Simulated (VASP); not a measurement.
# K2LiBr3 (P1) in VASP: single point with PBEsol

Aim: the single point of K2LiBr3 with PBEsol.

Everything below comes from runs of VASP 6.6.1. Logs are shortened: lines on timing, memory, paths and dates and some standing lists are left out, and cuts for length are marked.

**1. The cell of the first run**

The typed cell holds 12 atoms: a = 6.951 Å, b = 13.908 Å, c = 4.472 Å, α = 89.99°, β = 89.99°, γ = 67.40°.

**2. Single point, PBEsol**

INCAR reads:

```
ALGO = Normal
EDIFF = 1E-7
ENCUT = 520
GGA = PS
ISIF = 2
ISMEAR = -1
LASPH = T
LCHARG = T
LELF = T
LREAL = F
LVHAR = T
LWAVE = F
NBANDS = 54
NELM = 100
PREC = Accurate
SIGMA = 0.05
```

KPOINTS reads:

```
k-points
0
Gamma
  4 2 4
```

POSCAR reads:

```
K2LiBr3
1.0
    3.8589190670      3.4787601532      4.6177252055
   -7.7114527798      6.9643407416      9.2440167966
   -0.0000746894     -3.5718339995      2.6915706195
K Li Br
4 2 6
Direct
    0.7378230920      0.3257877980      0.5008820839
    0.3470850641      0.1304662420      0.5007613965
    0.7378014538      0.8258152299      0.5007569878
    0.3471279956      0.6304809621      0.5008873789
    0.0404440959     -0.0208434336      0.0007712075
    0.0404586453      0.4792090114      0.0008978355
    0.0817192182      0.2909513148      0.0008032807
    0.4170373020     -0.0413993972      0.0007779149
   -0.1362850187      0.0675796050      0.5007789495
    0.0816974608      0.7909131728      0.0008015124
    0.4170847353      0.4586131501      0.0009247403
   -0.1362766459      0.5676193066      0.5008903660
```

Potentials or basis: VASP PAW PBE potentials, release 64 (K_sv, Li_sv, Br).

The run is started by

```bash
$ cat potpaw_PBE.64/K_sv/POTCAR potpaw_PBE.64/Li_sv/POTCAR potpaw_PBE.64/Br/POTCAR > POTCAR
$ mpirun -np 1 vasp_std > vasp.out
```

OUTCAR:

```text
EDIFF = 1E-7
   ENCUT = 520
   GGA = PS
   ISIF = 2
   ISMEAR = -1
   LASPH = T
   LREAL = F
   NELM = 100
   PREC = Accurate

 ion  position               nearest neighbor table
   1  0.738  0.326  0.501-   7 3.17   7 3.17  11 3.20  11 3.20
   2  0.347  0.130  0.501-   8 3.17   8 3.17   7 3.20   7 3.20
   3  0.738  0.826  0.501-  10 3.17  10 3.17   8 3.20   8 3.20
   4  0.347  0.630  0.501-  11 3.17  11 3.17  10 3.20  10 3.20
   5  0.040  0.979  0.001-   8 2.52  10 2.52   9 2.62   9 2.62
   6  0.040  0.479  0.001-  11 2.52   7 2.52  12 2.62  12 2.62
   7  0.082  0.291  0.001-   6 2.52   1 3.17   1 3.17   2 3.20   2 3.20
   8  0.417  0.959  0.001-   5 2.52   2 3.17   2 3.17   3 3.20   3 3.20
   9  0.864  0.068  0.501-   5 2.62   5 2.62
  10  0.082  0.791  0.001-   5 2.52   3 3.17   3 3.17   4 3.20   4 3.20
  11  0.417  0.459  0.001-   6 2.52   4 3.17   4 3.17   1 3.20   1 3.20
  12  0.864  0.568  0.501-   6 2.62   6 2.62

  LATTYP: Found a triclinic cell.
 ALAT       =    13.6902162954
 B/A-ratio  =     0.3266873953
 C/A-ratio  =     0.5077349277
 COS(alpha) =     0.0000994435
 COS(beta)  =     0.1173149951
 COS(gamma) =     0.3266393873

  Lattice vectors:

 A1 = ( -11.5702971574,   7.0574145879,   1.9347209716)
 A2 = (   0.0000746894,   3.5718339995,  -2.6915706195)
 A3 = (  -3.8589190670,  -3.4787601532,  -4.6177252055)

Analysis of symmetry for initial positions (statically):
=====================================================================
 Subroutine PRICEL returns:
 Original cell was already a primitive cell.

 Routine SETGRP: Setting up the symmetry group for a
 triclinic supercell.

 Subroutine GETGRP returns: Found  1 space group operations
 (whereof  1 operations were pure point group operations)
 out of a pool of  2 trial point group operations.

The static configuration has the point symmetry C_1 .

Analysis of symmetry for dynamics (positions and initial velocities):
=====================================================================
 Subroutine PRICEL returns:
 Original cell was already a primitive cell.

 Routine SETGRP: Setting up the symmetry group for a
 triclinic supercell.

 Subroutine GETGRP returns: Found  1 space group operations
 (whereof  1 operations were pure point group operations)
 out of a pool of  2 trial point group operations.

The dynamic configuration has the point symmetry C_1 .

 Subroutine INISYM returns: Found  1 space group operations
 (whereof  1 operations are pure point group operations),
 and found     1 'primitive' translations

----------------------------------------------------------------------------------------

                                     Primitive cell

  volume of cell :     399.1453

  direct lattice vectors                    reciprocal lattice vectors
     3.858919067  3.478760153  4.617725206     0.129684885  0.051999186  0.069008833
    -7.711452780  6.964340742  9.244016797    -0.064781117  0.026022851  0.034531684
    -0.000074689 -3.571833999  2.691570620    -0.000004245 -0.178584811  0.134540294

  length of vectors
     6.951000981 13.907566016  4.472421103     0.155834219  0.077885937  0.223592543

  position of ions in fractional coordinates (direct lattice)
     0.737823092  0.325787798  0.500882084
     0.347085064  0.130466242  0.500761397
     0.737801454  0.825815230  0.500756988
     0.347127996  0.630480962  0.500887379
     0.040444096  0.979156566  0.000771208
     0.040458645  0.479209011  0.000897835
     0.081719218  0.290951315  0.000803281
     0.417037302  0.958600603  0.000777915
     0.863714981  0.067579605  0.500778950
     0.081697461  0.790913173  0.000801512
     0.417084735  0.458613150  0.000924740
     0.863723354  0.567619307  0.500890366

  ion indices of the primitive-cell ions
   primitive index   ion index
                 1           1
                 2           2
                 3           3
                 4           4
                 5           5
                 6           6
                 7           7
                 8           8
                 9           9
                10          10
                11          11
                12          12

----------------------------------------------------------------------------------------

 KPOINTS: k-points

Automatic generation of k-mesh.
 Grid dimensions read from file:
 generate k-points for:    4    2    4

 Generating k-lattice:

  Cartesian coordinates                     Fractional coordinates (reciprocal lattice)
     0.032421221  0.012999797  0.017252208     0.250000000 -0.000000000  0.000000000
    -0.032390559  0.013011426  0.017265842     0.000000000  0.500000000 -0.000000000
    -0.000001061 -0.044646203  0.033635073    -0.000000000  0.000000000  0.250000000

  Length of vectors
     0.038958555  0.038942968  0.055898136

  Shift w.r.t. Gamma in fractional coordinates (k-lattice)
     0.000000000  0.000000000  0.000000000

 Subroutine IBZKPT returns following result:
 ===========================================

 Found     20 irreducible k-points:

 Following reciprocal coordinates:
            Coordinates               Weight
  0.000000  0.000000  0.000000      1.000000
  0.250000 -0.000000  0.000000      2.000000
  0.500000 -0.000000  0.000000      1.000000
  0.000000  0.500000 -0.000000      1.000000
  0.250000  0.500000 -0.000000      2.000000
  0.500000  0.500000 -0.000000      1.000000
[... 12 lines left out ...]
  0.250000  0.500000  0.500000      2.000000
  0.500000  0.500000  0.500000      1.000000
   k-points           NKPTS =     20   k-points in BZ     NKDIM =     20   number of bands    NBANDS=     54
   number of dos      NEDOS =    301   number of ions     NIONS =     12
   total plane-waves  NPLWV = 209952
   dimension x,y,z NGX =    54 NGY =  108 NGZ =   36
   dimension x,y,z NGXF=   108 NGYF=  216 NGZF=   72
   ions per type =               4   2   6
   NGX,Y,Z   is equivalent  to a cutoff of  12.92, 12.91, 13.38 a.u.
   NGXF,Y,Z  is equivalent  to a cutoff of  25.83, 25.82, 26.76 a.u.
 SYSTEM =  unknown system
   PREC   = accura    normal or accurate (medium, high low for compatibility)
   ISTART =      0    job   : 0-new  1-cont  2-samecut
   ICHARG =      2    charge: 1-file 2-atom 10-const
   ISPIN  =      1    spin polarized calculation?
   LNONCOLLINEAR =      F non collinear calculations
   LSORBIT =      F    spin-orbit coupling
   LASPH  =      T    aspherical Exc in radial PAW
   ENCUT  =  520.0 eV  38.22 Ry    6.18 a.u.  12.92 25.86  8.32*2*pi/ulx,y,z
   NELM   =    100;   NELMIN=  2; NELMDL= -5     # of ELM steps
   EDIFF  = 0.1E-06   stopping-criterion for ELM
   LREAL  =      F    real-space projection
   EDIFFG = 0.1E-05   stopping-criterion for IOM
   NSW    =      0    number of steps for IOM
   IBRION =     -1    ionic relax: 0-MD 1-quasi-New 2-CG
   NFREE  =      0    steps in history (QN), initial steepest desc. (CG)
   ISIF   =      2    stress and relaxation
   ISYM   =      2    0-nonsym 1-usesym 2-fastsym
   POTIM  = 0.5000    time-step for ionic-motion
   TEBEG  =    0.0;   TEEND  =   0.0 temperature during run
   PSTRESS=    0.0 pullay stress
   NELECT =      84.0000    total number of electrons
   NUPDOWN=      -1.0000    fix difference up-down
   EMIN   =  10.00;   EMAX   =-10.00  energy-range for DOS
   EFERMI =   0.00;   METHOD = LEGACY
   ISMEAR =    -1;   SIGMA  =   0.05  broadening in eV -4-tet -1-fermi 0-gaus
   EFERMI_NEDOS =   21; number of points for ismear=-14 and -15
   IALGO  =     38    algorithm
   IMIX   =      4    mixing-type and parameters
     AMIX     =   0.40;   BMIX     =  1.00
     AMIX_MAG =   1.60;   BMIX_MAG =  1.00
  volume/ion in A,a.u.               =      33.26       224.46
  Fermi-wavevector in a.u.,A,eV,Ry     =   0.973773  1.840164 12.901497  0.948233
  Thomas-Fermi vector in A             =   2.104179
   LORBIT       =      0    0 simple, 1 ext, 2 COOP (PROOUT), +10 PAW based schemes
   GGA     = PS    functional components
   LHFCALC =     F    Hartree Fock is set to
   AEXX    =    0.0000 exact exchange contribution
   IVDW    =     0    specifies the selected vdW correction
   LEPSILON=     F    determine dielectric tensor
   LRPA    =     F    only Hartree local field effects (RPA)
 non-spin polarized calculation
  energy-cutoff  :      520.00
  volume of cell :      399.15
 maximum number of plane-waves:     10788
 NGX is ok and might be reduce to    54
   NGX = 25   NGY = 51   NGZ = 17

 number of electron      84.0000008 magnetization

 Free energy of the ion-electron system (eV)
  ---------------------------------------------------
  ext. energy  EPLUGINS =         0.00000000
  ---------------------------------------------------
  free energy    TOTEN  =       -39.14903998 eV

  energy without entropy =      -39.14903998  energy(sigma->0) =      -39.14903998

 E-fermi :  -0.4812     XC(G=0):  -7.3799

 val. band max:       -1.6375075574   @ k =   0.0000   0.0000   0.0000
 cond. band min:       2.5579059035   @ k =   0.0000   0.0000   0.0000
 fundamental gap:      4.1954134609
 Fermi energy:        -0.4811975981

 k-point     1 :       0.0000    0.0000    0.0000
  band No.  band energies     occupation
      1     -44.8149      2.00000
      2     -44.8147      2.00000
      3     -29.5014      2.00000
      4     -29.4961      2.00000
      5     -29.4947      2.00000
      6     -29.4894      2.00000
[... 46 lines left out ...]
     53       6.3476      0.00000
     54       6.4570      0.00000

 k-point     2 :       0.2500   -0.0000    0.0000
  band No.  band energies     occupation
      1     -44.8150      2.00000
      2     -44.8147      2.00000
      3     -29.4997      2.00000
      4     -29.4988      2.00000
      5     -29.4920      2.00000
      6     -29.4911      2.00000
[... 1018 lines left out ...]
 k-point    20 :       0.5000    0.5000    0.5000
  band No.  band energies     occupation
      1     -44.8149      2.00000
      2     -44.8146      2.00000
      3     -29.4952      2.00000
      4     -29.4950      2.00000
      5     -29.4889      2.00000
      6     -29.4886      2.00000
[... 46 lines left out ...]
     53       6.1229      0.00000
     54       6.1235      0.00000

------------------------ aborting loop because EDIFF is reached ----------------------------------------

  FORCE on cell =-STRESS in cart. coord.  units (eV):
  Direction    XX          YY          ZZ          XY          YZ          ZX
  --------------------------------------------------------------------------------------
  -------------------------------------------------------------------------------------
  Total        0.1152126      0.0975078      0.0735912      0.0002546     -0.0365655      0.0002983
  in kB        0.4624657      0.3913982      0.2953967      0.0010221     -0.1467748      0.0011976
  external PRESSURE =       0.3830868 kB  Pullay stress =       0.0000000 kB

 VOLUME and BASIS-vectors are now :
 -----------------------------------------------------------------------------
  energy-cutoff  :      520.00
  volume of cell :      399.15
      direct lattice vectors                 reciprocal lattice vectors
     3.858919067  3.478760153  4.617725206     0.129684885  0.051999186  0.069008833
    -7.711452780  6.964340742  9.244016797    -0.064781117  0.026022851  0.034531684
    -0.000074689 -3.571833999  2.691570620    -0.000004245 -0.178584811  0.134540294

 POSITION                                       TOTAL-FORCE (eV/Angst)
 -----------------------------------------------------------------------------------
      0.33486      3.04654      7.76681        -0.000611     -0.002525     -0.003308
      0.33325      0.32740      4.15661        -0.000560      0.002549      0.003505
     -3.52116      6.52927     12.38864        -0.000294     -0.002967     -0.003187
     -3.52242      3.80937      8.77929        -0.000180      0.002709      0.003145
     -7.39465      6.95712      9.24018        -0.001941      0.000293      0.000256
     -3.53927      3.47491      4.61906        -0.001766      0.000249     -0.000033
     -1.92831      2.30770      3.06908         0.000995      0.002015      0.002766
     -5.78289      8.12402     10.78918         0.000831     -0.002266     -0.002944
      2.81183      1.68661      5.96099         0.000906     -0.000109     -0.000045
     -5.78383      5.78953      7.69063         0.000677      0.002276      0.002965
     -1.92708      4.64157      6.16790         0.000899     -0.002155     -0.003099
     -1.04417      5.16868     10.58370         0.001045     -0.000070     -0.000020
 -----------------------------------------------------------------------------------
    total drift:                               -0.000159      0.000327      0.000405

  FREE ENERGIE OF THE ION-ELECTRON SYSTEM (eV)
  ---------------------------------------------------
  free  energy   TOTEN  =       -39.1490399775 eV

  energy  without entropy=      -39.1490399774  energy(sigma->0) =      -39.14903998
```

Run time: 9.8 min. Hardware: 1 thread of Intel Xeon Platinum 8375C at 2.90GHz (Ice Lake), shared host; peak memory 0.68 GiB.

Results:

```
Free energy            : -39.1490 eV
Largest force          : 0.004 eV/Å
Band gap on the k mesh : 4.20 eV
```

Forces on the atoms (eV/Å):
```
K   -0.001 -0.003 -0.003
K   -0.001  0.003  0.004
K    0.000 -0.003 -0.003
K    0.000  0.003  0.003
Li  -0.002  0.000  0.000
Li  -0.002  0.000  0.000
Br   0.001  0.002  0.003
Br   0.001 -0.002 -0.003
Br   0.001  0.000  0.000
Br   0.001  0.002  0.003
Br   0.001 -0.002 -0.003
Br   0.001  0.000  0.000
```

Levels at points of the mesh, in eV from the valence-band top:
```tsv
k point	band 40	band 41	band 42	band 43	band 44	band 45
(0.00, 0.00, 0.00)	-0.22	-0.12	0.00	4.20	5.56	5.88
(0.50, 0.00, 0.00)	-0.25	-0.12	-0.07	5.56	5.62	5.88
(0.00, 0.50, 0.00)	-0.25	-0.08	-0.08	4.70	4.70	6.19
(0.50, 0.50, 0.00)	-0.27	-0.16	-0.16	5.48	5.48	6.03
(0.00, 0.00, 0.50)	-0.45	-0.20	-0.17	6.28	6.36	6.40
(0.50, 0.00, 0.50)	-0.40	-0.27	-0.17	6.21	6.40	6.42
(0.00, 0.50, 0.50)	-0.52	-0.18	-0.18	6.34	6.34	6.34
(0.50, 0.50, 0.50)	-0.44	-0.20	-0.20	6.28	6.28	6.34
```

Caveat: the cutoff is under 1.25 times the usual one of these potentials, so pressure, stress and relaxed cells hold a basis-set (Pulay) error; the PAW data sets were made with another functional, which shifts forces and pressure a little.
